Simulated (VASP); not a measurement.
# KI (Fm-3m) in VASP: a series of runs

KI is run at these levels: LDA, PBE; tasks: single point.

Program: VASP 6.6.1. These are calculated values, not measurements. Logs are shortened: lines on timing, memory, paths and dates and some standing lists are left out, and cuts for length are marked.

## 1. The cell of the first run

Symmetry: Fm-3m, No. 225, cubic system. The conventional cell has a = 7.089 Å, b = 7.089 Å, c = 7.089 Å, α = 90.00°, β = 90.00°, γ = 90.00°. Within 4.7 Å of K (site symmetry m-3m) lie 6 I at 3.54 Å. I (site symmetry m-3m) has 6 K at 3.54 Å within 4.7 Å.

## 2. Single point, LDA

INCAR

```
  PREC = Accurate
  ENCUT = 500
  EDIFF = 1E-6
  ISMEAR = 0
  SIGMA = 0.01
  LREAL = F
  LASPH = T
  NELM = 120
  ALGO = Normal
  ISIF = 2
  LWAVE = F
  LCHARG = T
  LELF = T
  LVHAR = T
  NBANDS = 15
  GGA_COMPAT = F
```

KPOINTS

```
regular mesh
0
Gamma
  2 2 2
```

POSCAR

```
KI
1.0
    0.0000000000      3.5442850250      3.5442850250
    3.5442850250      0.0000000000      3.5442850250
    3.5442850250      3.5442850250      0.0000000000
K I
1 1
Direct
    0.0000000000      0.0000000000      0.0000000000
    0.5000000000      0.5000000000      0.5000000000
```

Potentials or basis: VASP PAW LDA potentials, release 64 (K_sv, I).

Started as:

```sh
> cat potpaw_LDA.64/K_sv/POTCAR potpaw_LDA.64/I/POTCAR > POTCAR
> mpirun -np 1 vasp_std > vasp.out
```

OUTCAR:

```text
PREC = Accurate
   ENCUT = 500
   EDIFF = 1E-6
   ISMEAR = 0
   LREAL = F
   LASPH = T
   NELM = 120
   ISIF = 2

 ion  position               nearest neighbor table
   1  0.000  0.000  0.000-   2 3.54   2 3.54   2 3.54   2 3.54   2 3.54   2 3.54
   2  0.500  0.500  0.500-   1 3.54   1 3.54   1 3.54   1 3.54   1 3.54   1 3.54

  LATTYP: Found a face centered cubic cell.
 ALAT       =     7.0885700500

  Lattice vectors:

 A1 = (   0.0000000000,   3.5442850250,   3.5442850250)
 A2 = (   3.5442850250,   0.0000000000,   3.5442850250)
 A3 = (   3.5442850250,   3.5442850250,   0.0000000000)

Analysis of symmetry for initial positions (statically):
=====================================================================
 Subroutine PRICEL returns:
 Original cell was already a primitive cell.

 Routine SETGRP: Setting up the symmetry group for a
 face centered cubic supercell.

 Subroutine GETGRP returns: Found 48 space group operations
 (whereof 48 operations were pure point group operations)
 out of a pool of 48 trial point group operations.

The static configuration has the point symmetry O_h .

Analysis of symmetry for dynamics (positions and initial velocities):
=====================================================================
 Subroutine PRICEL returns:
 Original cell was already a primitive cell.

 Routine SETGRP: Setting up the symmetry group for a
 face centered cubic supercell.

 Subroutine GETGRP returns: Found 48 space group operations
 (whereof 48 operations were pure point group operations)
 out of a pool of 48 trial point group operations.

The dynamic configuration has the point symmetry O_h .

 Subroutine INISYM returns: Found 48 space group operations
 (whereof 48 operations are pure point group operations),
 and found     1 'primitive' translations

----------------------------------------------------------------------------------------

                                     Primitive cell

  volume of cell :      89.0463

  direct lattice vectors                    reciprocal lattice vectors
     0.000000000  3.544285025  3.544285025    -0.141072176  0.141072176  0.141072176
     3.544285025  0.000000000  3.544285025     0.141072176 -0.141072176  0.141072176
     3.544285025  3.544285025  0.000000000     0.141072176  0.141072176 -0.141072176

  length of vectors
     5.012375951  5.012375951  5.012375951     0.244344176  0.244344176  0.244344176

  position of ions in fractional coordinates (direct lattice)
     0.000000000  0.000000000  0.000000000
     0.500000000  0.500000000  0.500000000

  ion indices of the primitive-cell ions
   primitive index   ion index
                 1           1
                 2           2

----------------------------------------------------------------------------------------

 KPOINTS: regular mesh

Automatic generation of k-mesh.
 Grid dimensions read from file:
 generate k-points for:    2    2    2

 Generating k-lattice:

  Cartesian coordinates                     Fractional coordinates (reciprocal lattice)
    -0.070536088  0.070536088  0.070536088     0.500000000  0.000000000  0.000000000
     0.070536088 -0.070536088  0.070536088     0.000000000  0.500000000  0.000000000
     0.070536088  0.070536088 -0.070536088     0.000000000  0.000000000  0.500000000

  Length of vectors
     0.122172088  0.122172088  0.122172088

  Shift w.r.t. Gamma in fractional coordinates (k-lattice)
     0.000000000  0.000000000  0.000000000

 Subroutine IBZKPT returns following result:
 ===========================================

 Found      3 irreducible k-points:

 Following reciprocal coordinates:
            Coordinates               Weight
  0.000000  0.000000  0.000000      1.000000
  0.500000  0.000000  0.000000      4.000000
  0.500000  0.500000  0.000000      3.000000
   k-points           NKPTS =      3   k-points in BZ     NKDIM =      3   number of bands    NBANDS=     15
   number of dos      NEDOS =    301   number of ions     NIONS =      2
   total plane-waves  NPLWV =  64000
   dimension x,y,z NGX =    40 NGY =   40 NGZ =   40
   dimension x,y,z NGXF=    80 NGYF=   80 NGZF=   80
   ions per type =               1   1
   NGX,Y,Z   is equivalent  to a cutoff of  13.27, 13.27, 13.27 a.u.
   NGXF,Y,Z  is equivalent  to a cutoff of  26.53, 26.53, 26.53 a.u.
 SYSTEM =  unknown system
   PREC   = accura    normal or accurate (medium, high low for compatibility)
   ISTART =      0    job   : 0-new  1-cont  2-samecut
   ICHARG =      2    charge: 1-file 2-atom 10-const
   ISPIN  =      1    spin polarized calculation?
   LNONCOLLINEAR =      F non collinear calculations
   LSORBIT =      F    spin-orbit coupling
   LASPH  =      T    aspherical Exc in radial PAW
   ENCUT  =  500.0 eV  36.75 Ry    6.06 a.u.   9.14  9.14  9.14*2*pi/ulx,y,z
   NELM   =    120;   NELMIN=  2; NELMDL= -5     # of ELM steps
   EDIFF  = 0.1E-05   stopping-criterion for ELM
   LREAL  =      F    real-space projection
   EDIFFG = 0.1E-04   stopping-criterion for IOM
   NSW    =      0    number of steps for IOM
   IBRION =     -1    ionic relax: 0-MD 1-quasi-New 2-CG
   NFREE  =      0    steps in history (QN), initial steepest desc. (CG)
   ISIF   =      2    stress and relaxation
   ISYM   =      2    0-nonsym 1-usesym 2-fastsym
   POTIM  = 0.5000    time-step for ionic-motion
   TEBEG  =    0.0;   TEEND  =   0.0 temperature during run
   PSTRESS=    0.0 pullay stress
   NELECT =      16.0000    total number of electrons
   NUPDOWN=      -1.0000    fix difference up-down
   EMIN   =  10.00;   EMAX   =-10.00  energy-range for DOS
   EFERMI =   0.00;   METHOD = LEGACY
   ISMEAR =     0;   SIGMA  =   0.01  broadening in eV -4-tet -1-fermi 0-gaus
   EFERMI_NEDOS =   21; number of points for ismear=-14 and -15
   IALGO  =     38    algorithm
   IMIX   =      4    mixing-type and parameters
     AMIX     =   0.40;   BMIX     =  1.00
     AMIX_MAG =   1.60;   BMIX_MAG =  1.00
  volume/ion in A,a.u.               =      44.52       300.46
  Fermi-wavevector in a.u.,A,eV,Ry     =   0.923796  1.745722 11.611205  0.853399
  Thomas-Fermi vector in A             =   2.049472
   LORBIT       =      0    0 simple, 1 ext, 2 COOP (PROOUT), +10 PAW based schemes
   GGA     = CA    functional components
   LHFCALC =     F    Hartree Fock is set to
   AEXX    =    0.0000 exact exchange contribution
   IVDW    =     0    specifies the selected vdW correction
   LEPSILON=     F    determine dielectric tensor
   LRPA    =     F    only Hartree local field effects (RPA)
 non-spin polarized calculation
 Gauss-broadening in eV      SIGMA  =   0.01
  energy-cutoff  :      500.00
  volume of cell :       89.05
 maximum number of plane-waves:      2276
 NGX is ok and might be reduce to    40
   NGX = 19   NGY = 19   NGZ = 19

 number of electron      15.9999999 magnetization

 Free energy of the ion-electron system (eV)
  ---------------------------------------------------
  ext. energy  EPLUGINS =         0.00000000
  ---------------------------------------------------
  free energy    TOTEN  =        -5.95502045 eV

  energy without entropy =       -5.95502045  energy(sigma->0) =       -5.95502045

 E-fermi :  -0.4524     XC(G=0):  -7.5587

 val. band max:       -0.5769534278   @ k =   0.0000   0.0000   0.0000
 cond. band min:       2.9510807264   @ k =   0.0000   0.0000   0.0000
 fundamental gap:      3.5280341541
 Fermi energy:        -0.4523954080

 k-point     1 :       0.0000    0.0000    0.0000
  band No.  band energies     occupation
      1     -28.8679      2.00000
      2     -12.5891      2.00000
      3     -12.5891      2.00000
      4     -12.5891      2.00000
      5     -11.1084      2.00000
      6      -0.5770      2.00000
      7      -0.5770      2.00000
      8      -0.5770      2.00000
      9       2.9511      0.00000
     10       5.6262      0.00000
     11       5.6262      0.00000
     12       5.6262      0.00000
     13       6.3735      0.00000
     14       6.3735      0.00000
     15       8.8226      0.00000

 k-point     2 :       0.5000    0.0000    0.0000
  band No.  band energies     occupation
      1     -28.8658      2.00000
      2     -12.7375      2.00000
      3     -12.5917      2.00000
      4     -12.5917      2.00000
      5     -10.8290      2.00000
      6      -1.9646      2.00000
      7      -0.9275      2.00000
      8      -0.9275      2.00000
      9       4.5955      0.00000
     10       6.7748      0.00000
     11       7.2928      0.00000
     12       7.2928      0.00000
     13       7.7762      0.00000
     14       7.7762      0.00000
     15       8.2969      0.00000

 k-point     3 :       0.5000    0.5000    0.0000
  band No.  band energies     occupation
      1     -28.8651      2.00000
      2     -12.6362      2.00000
      3     -12.6081      2.00000
      4     -12.6081      2.00000
      5     -10.9640      2.00000
      6      -1.6194      2.00000
      7      -0.9589      2.00000
      8      -0.9589      2.00000
      9       4.0495      0.00000
     10       4.7999      0.00000
     11       7.2640      0.00000
     12       7.8062      0.00000
     13       7.8345      0.00000
     14       8.7031      0.00000
     15       8.7031      0.00000

------------------------ aborting loop because EDIFF is reached ----------------------------------------

  FORCE on cell =-STRESS in cart. coord.  units (eV):
  Direction    XX          YY          ZZ          XY          YZ          ZX
  --------------------------------------------------------------------------------------
  -------------------------------------------------------------------------------------
  Total       -0.3775967     -0.3775967     -0.3775967      0.0000000      0.0000000      0.0000000
  in kB       -6.7939584     -6.7939584     -6.7939584      0.0000000      0.0000000      0.0000000
  external PRESSURE =      -6.7939584 kB  Pullay stress =       0.0000000 kB

 VOLUME and BASIS-vectors are now :
 -----------------------------------------------------------------------------
  energy-cutoff  :      500.00
  volume of cell :       89.05
      direct lattice vectors                 reciprocal lattice vectors
     0.000000000  3.544285025  3.544285025    -0.141072176  0.141072176  0.141072176
     3.544285025  0.000000000  3.544285025     0.141072176 -0.141072176  0.141072176
     3.544285025  3.544285025  0.000000000     0.141072176  0.141072176 -0.141072176

 POSITION                                       TOTAL-FORCE (eV/Angst)
 -----------------------------------------------------------------------------------
      0.00000      0.00000      0.00000         0.000000      0.000000      0.000000
      3.54429      3.54429      3.54429         0.000000     -0.000000      0.000000
 -----------------------------------------------------------------------------------
    total drift:                                0.000000     -0.000000     -0.000000

  FREE ENERGIE OF THE ION-ELECTRON SYSTEM (eV)
  ---------------------------------------------------
  free  energy   TOTEN  =        -5.9550204467 eV

  energy  without entropy=       -5.9550204467  energy(sigma->0) =       -5.95502045
```

Wall time 11 s (1 thread of Intel Xeon 8259CL, shared host); peak memory 0.19 GiB.

What came out:

* Free energy: -5.9550 eV
* Pressure: -0.7 GPa
* Band gap on the k mesh: 3.53 eV, direct

Caveat: the k points lie up to 0.77 Å⁻¹ apart; spin-orbit coupling is left out, which moves the levels of the heavy elements. A hybrid or GW would open this gap; LDA tends to underestimate it.

## 3. Single point, PBE

INCAR

```
PREC = Accurate ; ENCUT = 500
EDIFF = 1E-6 ; ISMEAR = -5
SIGMA = 0.1 ; LREAL = False
LASPH = True ; NELM = 120
ALGO = Normal ; ISIF = 2
LWAVE = False ; LCHARG = True
GGA = PE ; LELF = True
LVHAR = True ; NBANDS = 15
GGA_COMPAT = False
```

KPOINTS

```
regular mesh
0
Gamma
  4 4 4
```

POSCAR is that of step 2.

Potentials or basis: VASP PAW PBE potentials, release 64 (K_sv, I).

Started as:

```sh
> cat potpaw_PBE.64/K_sv/POTCAR potpaw_PBE.64/I/POTCAR > POTCAR
> mpirun -np 1 vasp_std > vasp.out
```

OUTCAR:

```text
PREC = Accurate
   ENCUT = 500
   EDIFF = 1E-6
   ISMEAR = -5
   LREAL = False
   LASPH = True
   NELM = 120
   ISIF = 2
   GGA = PE

 ion  position               nearest neighbor table
   1  0.000  0.000  0.000-   2 3.54   2 3.54   2 3.54   2 3.54   2 3.54   2 3.54
   2  0.500  0.500  0.500-   1 3.54   1 3.54   1 3.54   1 3.54   1 3.54   1 3.54

  LATTYP: Found a face centered cubic cell.
 ALAT       =     7.0885700500

  Lattice vectors:

 A1 = (   0.0000000000,   3.5442850250,   3.5442850250)
 A2 = (   3.5442850250,   0.0000000000,   3.5442850250)
 A3 = (   3.5442850250,   3.5442850250,   0.0000000000)

Analysis of symmetry for initial positions (statically):
=====================================================================
 Subroutine PRICEL returns:
 Original cell was already a primitive cell.

 Routine SETGRP: Setting up the symmetry group for a
 face centered cubic supercell.

 Subroutine GETGRP returns: Found 48 space group operations
 (whereof 48 operations were pure point group operations)
 out of a pool of 48 trial point group operations.

The static configuration has the point symmetry O_h .
[... 159 lines left out ...]
      4     -12.4721      2.00000
      5     -10.9525      2.00000
      6      -0.4652      2.00000
      7      -0.4652      2.00000
      8      -0.4652      2.00000
      9       3.4746      0.00000
     10       6.0349      0.00000
     11       6.0349      0.00000
     12       6.0349      0.00000
     13       6.7453      0.00000
     14       6.7453      0.00000
[... 113 lines left out ...]
      2     -12.5194      2.00000
      3     -12.5024      2.00000
      4     -12.5024      2.00000
      5     -10.7581      2.00000
      6      -1.1808      2.00000
      7      -1.1808      2.00000
      8      -1.0528      2.00000
      9       5.9942      0.00000
     10       5.9942      0.00000
     11       6.1432      0.00000
     12       7.6880      0.00000
     13       8.3327      0.00000
     14       9.1565      0.00000
     15       9.5120      0.00000

------------------------ aborting loop because EDIFF is reached ----------------------------------------

  FORCE on cell =-STRESS in cart. coord.  units (eV):
  Direction    XX          YY          ZZ          XY          YZ          ZX
  --------------------------------------------------------------------------------------
  -------------------------------------------------------------------------------------
  Total        0.2788073      0.2788073      0.2788073     -0.0000000      0.0000000      0.0000000
  in kB        5.0164766      5.0164766      5.0164766     -0.0000000      0.0000000      0.0000000
  external PRESSURE =       5.0164766 kB  Pullay stress =       0.0000000 kB

 VOLUME and BASIS-vectors are now :
 -----------------------------------------------------------------------------
  energy-cutoff  :      500.00
  volume of cell :       89.05
      direct lattice vectors                 reciprocal lattice vectors
     0.000000000  3.544285025  3.544285025    -0.141072176  0.141072176  0.141072176
     3.544285025  0.000000000  3.544285025     0.141072176 -0.141072176  0.141072176
     3.544285025  3.544285025  0.000000000     0.141072176  0.141072176 -0.141072176

 POSITION                                       TOTAL-FORCE (eV/Angst)
 -----------------------------------------------------------------------------------
      0.00000      0.00000      0.00000         0.000000      0.000000      0.000000
      3.54429      3.54429      3.54429         0.000000      0.000000      0.000000
 -----------------------------------------------------------------------------------
    total drift:                                0.000000     -0.000000     -0.000000

  FREE ENERGIE OF THE ION-ELECTRON SYSTEM (eV)
  ---------------------------------------------------
  free  energy   TOTEN  =        -5.5584911775 eV

  energy  without entropy=       -5.5584911775  energy(sigma->0) =       -5.55849118
```

Run time: 24 s. Hardware: 1 thread of Intel Xeon 8259CL, shared host; peak memory 0.23 GiB.

Results:

- Free energy: -5.5585 eV
- Pressure: 0.5 GPa
- Band gap on the k mesh: 3.94 eV, direct

Levels at points of the mesh, in eV from the valence-band top:
```
           k point  band 6  band 7  band 8  band 9  band 10  band 11
(0.00, 0.00, 0.00)    0.00    0.00    0.00    3.94     6.50     6.50
(0.50, 0.00, 0.00)   -1.30   -0.33   -0.33    5.51     7.68     8.12
(0.50, 0.50, 0.00)   -0.98   -0.36   -0.36    4.95     5.74     8.08
```

Caveat: spin-orbit coupling is left out, which moves the levels of the heavy elements.

(Continued in part 2 of 2.)
